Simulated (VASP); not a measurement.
# GaAs (gallium arsenide) (F-43m) in VASP: a series of runs

Runs on GaAs (gallium arsenide). Level: PBE. Tasks: vibrations by perturbation theory.

Everything below comes from runs of VASP 6.6.1. Logs are shortened: lines on timing, memory, paths and dates and some standing lists are left out, and cuts for length are marked.

## (1) The cell of the first run

The structure is cubic, space group F-43m (No. 216). Conventional cell: a = 5.653 Å, b = 5.653 Å, c = 5.653 Å, α = 90.00°, β = 90.00°, γ = 90.00°. Ga (site symmetry -43m) has 4 As at 2.45 Å within 3.2 Å. As (site symmetry -43m) has 4 Ga at 2.45 Å within 3.2 Å.

## (2) Vibrations by perturbation theory, PBE

Contents of INCAR:

```
PREC = Accurate
ENCUT = 500
EDIFF = 1E-8
ISMEAR = 0
SIGMA = 0.01
LREAL = F
LASPH = T
NELM = 120
ALGO = Normal
ISIF = 2
LWAVE = F
LCHARG = T
GGA = PE
NBANDS = 16
IBRION = 8
NSW = 1
GGA_COMPAT = F
```

Contents of KPOINTS:

```
regular mesh
0
Gamma
  12 12 12
```

Contents of POSCAR:

```
GaAs
1.0
    0.0000000000      2.8265000000      2.8265000000
    2.8265000000      0.0000000000      2.8265000000
    2.8265000000      2.8265000000      0.0000000000
Ga As
1 1
Direct
    0.0000000000      0.0000000000      0.0000000000
    0.2500000000      0.2500000000      0.2500000000
```

Potentials or basis: VASP PAW PBE potentials, release 64 (Ga_d, As).

The run is started by

```console
$ cat potpaw_PBE.64/Ga_d/POTCAR potpaw_PBE.64/As/POTCAR > POTCAR
$ mpirun -np 1 vasp_std > vasp.out
```

OUTCAR:

```text
PREC = Accurate
   ENCUT = 500
   EDIFF = 1E-8
   ISMEAR = 0
   LREAL = F
   LASPH = T
   NELM = 120
   ISIF = 2
   GGA = PE
   IBRION = 8
   NSW = 1

 ion  position               nearest neighbor table
   1  0.000  0.000  0.000-   2 2.45   2 2.45   2 2.45   2 2.45
   2  0.250  0.250  0.250-   1 2.45   1 2.45   1 2.45   1 2.45

  LATTYP: Found a face centered cubic cell.
 ALAT       =     5.6530000000

  Lattice vectors:

 A1 = (   0.0000000000,   2.8265000000,   2.8265000000)
 A2 = (   2.8265000000,   0.0000000000,   2.8265000000)
 A3 = (   2.8265000000,   2.8265000000,   0.0000000000)

Analysis of symmetry for initial positions (statically):
=====================================================================
 Subroutine PRICEL returns:
 Original cell was already a primitive cell.

 Routine SETGRP: Setting up the symmetry group for a
 face centered cubic supercell.

 Subroutine GETGRP returns: Found 24 space group operations
 (whereof 24 operations were pure point group operations)
 out of a pool of 48 trial point group operations.

The static configuration has the point symmetry T_d .

Analysis of symmetry for dynamics (positions and initial velocities):
=====================================================================
 Subroutine PRICEL returns:
 Original cell was already a primitive cell.

 Routine SETGRP: Setting up the symmetry group for a
 face centered cubic supercell.

 Subroutine GETGRP returns: Found 24 space group operations
 (whereof 24 operations were pure point group operations)
 out of a pool of 48 trial point group operations.

The dynamic configuration has the point symmetry T_d .

 Subroutine INISYM returns: Found 24 space group operations
 (whereof 24 operations are pure point group operations),
 and found     1 'primitive' translations

----------------------------------------------------------------------------------------

                                     Primitive cell

  volume of cell :      45.1624

  direct lattice vectors                    reciprocal lattice vectors
     0.000000000  2.826500000  2.826500000    -0.176897223  0.176897223  0.176897223
     2.826500000  0.000000000  2.826500000     0.176897223 -0.176897223  0.176897223
     2.826500000  2.826500000  0.000000000     0.176897223  0.176897223 -0.176897223

  length of vectors
     3.997274634  3.997274634  3.997274634     0.306394977  0.306394977  0.306394977

  position of ions in fractional coordinates (direct lattice)
     0.000000000  0.000000000  0.000000000
     0.250000000  0.250000000  0.250000000

  ion indices of the primitive-cell ions
   primitive index   ion index
                 1           1
                 2           2

----------------------------------------------------------------------------------------

 KPOINTS: regular mesh

Automatic generation of k-mesh.
 Grid dimensions read from file:
 generate k-points for:   12   12   12

 Generating k-lattice:

  Cartesian coordinates                     Fractional coordinates (reciprocal lattice)
    -0.014741435  0.014741435  0.014741435     0.083333333  0.000000000  0.000000000
     0.014741435 -0.014741435  0.014741435     0.000000000  0.083333333  0.000000000
     0.014741435  0.014741435 -0.014741435     0.000000000  0.000000000  0.083333333

  Length of vectors
     0.025532915  0.025532915  0.025532915

  Shift w.r.t. Gamma in fractional coordinates (k-lattice)
     0.000000000  0.000000000  0.000000000

 Subroutine IBZKPT returns following result:
 ===========================================

 Found     72 irreducible k-points:

 Following reciprocal coordinates:
            Coordinates               Weight
  0.000000  0.000000  0.000000      1.000000
  0.083333  0.000000  0.000000      8.000000
  0.166667  0.000000  0.000000      8.000000
  0.250000  0.000000  0.000000      8.000000
  0.333333  0.000000  0.000000      8.000000
  0.416667  0.000000  0.000000      8.000000
[... 16 lines left out ...]
  0.500000  0.166667  0.000000     24.000000
 -0.416667  0.166667  0.000000     24.000000
 [... further k-points ...]
   k-points           NKPTS =     72   k-points in BZ     NKDIM =     72   number of bands    NBANDS=     16
   number of dos      NEDOS =    301   number of ions     NIONS =      2
   total plane-waves  NPLWV =  27000
   dimension x,y,z NGX =    30 NGY =   30 NGZ =   30
   dimension x,y,z NGXF=    60 NGYF=   60 NGZF=   60
   ions per type =               1   1
   NGX,Y,Z   is equivalent  to a cutoff of  12.48, 12.48, 12.48 a.u.
   NGXF,Y,Z  is equivalent  to a cutoff of  24.95, 24.95, 24.95 a.u.
 SYSTEM =  unknown system
   PREC   = accura    normal or accurate (medium, high low for compatibility)
   ISTART =      0    job   : 0-new  1-cont  2-samecut
   ICHARG =      2    charge: 1-file 2-atom 10-const
   ISPIN  =      1    spin polarized calculation?
   LNONCOLLINEAR =      F non collinear calculations
   LSORBIT =      F    spin-orbit coupling
   LASPH  =      T    aspherical Exc in radial PAW
   ENCUT  =  500.0 eV  36.75 Ry    6.06 a.u.   7.29  7.29  7.29*2*pi/ulx,y,z
   NELM   =    120;   NELMIN=  2; NELMDL= -5     # of ELM steps
   EDIFF  = 0.1E-07   stopping-criterion for ELM
   LREAL  =      F    real-space projection
   EDIFFG = 0.1E-06   stopping-criterion for IOM
   NSW    =      1    number of steps for IOM
   IBRION =      8    ionic relax: 0-MD 1-quasi-New 2-CG
   NFREE  =      0    steps in history (QN), initial steepest desc. (CG)
   ISIF   =      2    stress and relaxation
   ISYM   =      2    0-nonsym 1-usesym 2-fastsym
   POTIM  = 0.5000    time-step for ionic-motion
   TEBEG  =    0.0;   TEEND  =   0.0 temperature during run
   PSTRESS=    0.0 pullay stress
   NELECT =      18.0000    total number of electrons
   NUPDOWN=      -1.0000    fix difference up-down
   EMIN   =  10.00;   EMAX   =-10.00  energy-range for DOS
   EFERMI =   0.00;   METHOD = LEGACY
   ISMEAR =     0;   SIGMA  =   0.01  broadening in eV -4-tet -1-fermi 0-gaus
   EFERMI_NEDOS =   21; number of points for ismear=-14 and -15
   IALGO  =     38    algorithm
   IMIX   =      4    mixing-type and parameters
     AMIX     =   0.40;   BMIX     =  1.00
     AMIX_MAG =   1.60;   BMIX_MAG =  1.00
  volume/ion in A,a.u.               =      22.58       152.39
  Fermi-wavevector in a.u.,A,eV,Ry     =   1.204777  2.276698 19.748689  1.451488
  Thomas-Fermi vector in A             =   2.340492
   LORBIT       =      0    0 simple, 1 ext, 2 COOP (PROOUT), +10 PAW based schemes
   GGA     = PE    functional components
   LHFCALC =     F    Hartree Fock is set to
   AEXX    =    0.0000 exact exchange contribution
   IVDW    =     0    specifies the selected vdW correction
   LEPSILON=     F    determine dielectric tensor
   LRPA    =     F    only Hartree local field effects (RPA)
 non-spin polarized calculation
 Gauss-broadening in eV      SIGMA  =   0.01
  energy-cutoff  :      500.00
  volume of cell :       45.16
 maximum number of plane-waves:      1167
 NGX is ok and might be reduce to    30
   NGX = 15   NGY = 15   NGZ = 15

--------------------------------------- Ionic step        1  -------------------------------------------

 number of electron      17.9999995 magnetization

 Free energy of the ion-electron system (eV)
  ---------------------------------------------------
  ext. energy  EPLUGINS =         0.00000000
  ---------------------------------------------------
  free energy    TOTEN  =        -8.25130215 eV

  energy without entropy =       -8.25130215  energy(sigma->0) =       -8.25130215

 E-fermi :   4.0474     XC(G=0):  -9.5900

 val. band max:        3.9342091564   @ k =   0.0000   0.0000   0.0000
 cond. band min:       4.4578346776   @ k =   0.0000   0.0000   0.0000
 fundamental gap:      0.5236255212
 Fermi energy:         4.0474411766

 k-point     1 :       0.0000    0.0000    0.0000
  band No.  band energies     occupation
      1     -10.8720      2.00000
      2     -10.8720      2.00000
      3     -10.8720      2.00000
      4     -10.7927      2.00000
      5     -10.7927      2.00000
      6      -8.7940      2.00000
[... 433 lines left out ...]
      3     -10.8454      2.00000
      4     -10.7935      2.00000
      5     -10.7900      2.00000
      6      -6.8397      2.00000
[... 8 lines left out ...]
     15      14.3089      0.00000
     16      15.0581      0.00000

 [... further k-points ...]

------------------------ aborting loop because EDIFF is reached ----------------------------------------

  FORCE on cell =-STRESS in cart. coord.  units (eV):
  Direction    XX          YY          ZZ          XY          YZ          ZX
  --------------------------------------------------------------------------------------
  -------------------------------------------------------------------------------------
  Total        0.9887597      0.9887597      0.9887597      0.0000000      0.0000000     -0.0000000
  in kB       35.0771546     35.0771546     35.0771546      0.0000000      0.0000000     -0.0000000
  external PRESSURE =      35.0771546 kB  Pullay stress =       0.0000000 kB

 VOLUME and BASIS-vectors are now :
 -----------------------------------------------------------------------------
  energy-cutoff  :      500.00
  volume of cell :       45.16
      direct lattice vectors                 reciprocal lattice vectors
     0.000000000  2.826500000  2.826500000    -0.176897223  0.176897223  0.176897223
     2.826500000  0.000000000  2.826500000     0.176897223 -0.176897223  0.176897223
     2.826500000  2.826500000  0.000000000     0.176897223  0.176897223 -0.176897223

 POSITION                                       TOTAL-FORCE (eV/Angst)
 -----------------------------------------------------------------------------------
      0.00000      0.00000      0.00000         0.000000      0.000000      0.000000
      1.41325      1.41325      1.41325        -0.000000     -0.000000     -0.000000
 -----------------------------------------------------------------------------------
    total drift:                               -0.000000     -0.000000     -0.000000

  FREE ENERGIE OF THE ION-ELECTRON SYSTEM (eV)
  ---------------------------------------------------
  free  energy   TOTEN  =        -8.2513021504 eV

  energy  without entropy=       -8.2513021504  energy(sigma->0) =       -8.25130215

[... ionic steps 2 to 3 ...]

--------------------------------------- Ionic step        4  -------------------------------------------

------------------------ aborting loop because EDIFF is reached ----------------------------------------

[... ionic steps 5 to 6 ...]

--------------------------------------- Ionic step        7  -------------------------------------------

 Free energy of the ion-electron system (eV)
  ---------------------------------------------------
  ---------------------------------------------------
  free energy    TOTEN  =        -0.04379298 eV

  energy without entropy =       -0.04379298

------------------------ aborting loop because EDIFF is reached ----------------------------------------

 INTERNAL STRAIN TENSOR  FOR ION    2  DIRECTION 1   (eV/Angst):
 -----------------------------------------------------------------------------
     0.00736  0.00000  0.00000
     0.00000 -0.00231 -7.71323
     0.00000 -7.71323 -0.00231

 INTERNAL STRAIN TENSOR FOR ION    2 for displacements in x,y,z  (eV/Angst):
          X           Y           Z          XY          YZ          ZX
  --------------------------------------------------------------------------------
  x     0.00000     0.00000     0.00000     0.00000    -7.71323     0.00000
  y     0.00000     0.00000     0.00000     0.00000     0.00000    -7.71323
  z     0.00000     0.00000     0.00000    -7.71323     0.00000     0.00000

 SECOND DERIVATIVES (NOT SYMMETRIZED)
 ------------------------------------
               1X          1Y          1Z          2X          2Y          2Z
  1X    -9.509077    0.000000    0.000000    9.509077    0.000000    0.000000
  1Y     0.000000   -9.509077    0.000000    0.000000    9.509077    0.000000
  1Z     0.000000    0.000000   -9.509077    0.000000    0.000000    9.509077
  2X     9.556449    0.000000    0.000000   -9.556449    0.000000    0.000000
  2Y     0.000000    9.556449    0.000000    0.000000   -9.556449    0.000000
  2Z     0.000000    0.000000    9.556449    0.000000    0.000000   -9.556449

 Eigenvectors and eigenvalues of the dynamical matrix
 ----------------------------------------------------

   1 f  =    8.031563 THz    50.463798 2PiTHz  267.904101 cm-1    33.215860 meV
             X         Y         Z           dx          dy          dz
      0.000000  0.000000  0.000000     0.000000    0.718840    0.000000
      1.413250  1.413250  1.413250     0.000000   -0.695176    0.000000
[... 21 lines left out ...]
   6 f/i=    0.009973 THz     0.062659 2PiTHz    0.332649 cm-1     0.041243 meV
             X         Y         Z           dx          dy          dz
      0.000000  0.000000  0.000000     0.000000    0.000000   -0.695176
      1.413250  1.413250  1.413250     0.000000    0.000000   -0.718840

--------------------------------------------------------------------------------------------------------

 ELASTIC MODULI CONTR FROM IONIC RELAXATION (kBar)
 Direction    XX          YY          ZZ          XY          YZ          ZX
 --------------------------------------------------------------------------------
 XX          -0.0000     -0.0000      0.0000     -0.0000      0.0000      0.0000
 YY          -0.0000     -0.0000     -0.0000     -0.0000     -0.0000      0.0000
 ZZ           0.0000     -0.0000     -0.0000      0.0000     -0.0000      0.0000
 XY          -0.0000     -0.0000      0.0000   -219.0481     -0.0000      0.0000
 YZ           0.0000     -0.0000     -0.0000     -0.0000   -219.0481     -0.0000
 ZX           0.0000      0.0000      0.0000      0.0000     -0.0000   -219.0481
 --------------------------------------------------------------------------------
```

Run time: 5.1 min. Hardware: 1 thread of Intel Xeon 6975P-C (Granite Rapids), shared host; peak memory 0.51 GiB.

What came out:

```
Highest phonon frequency at Γ, LO-TO splitting left out : 268 cm⁻¹
```

Phonon frequencies in cm⁻¹ (negative: imaginary):
```tsv
q point	frequencies
(0.000, 0.000, 0.000)	0 0 0 268 268 268
```

Caveat: the cell wasn't relaxed at this level first, which shifts response properties.

(Continued in part 2 of 2.)
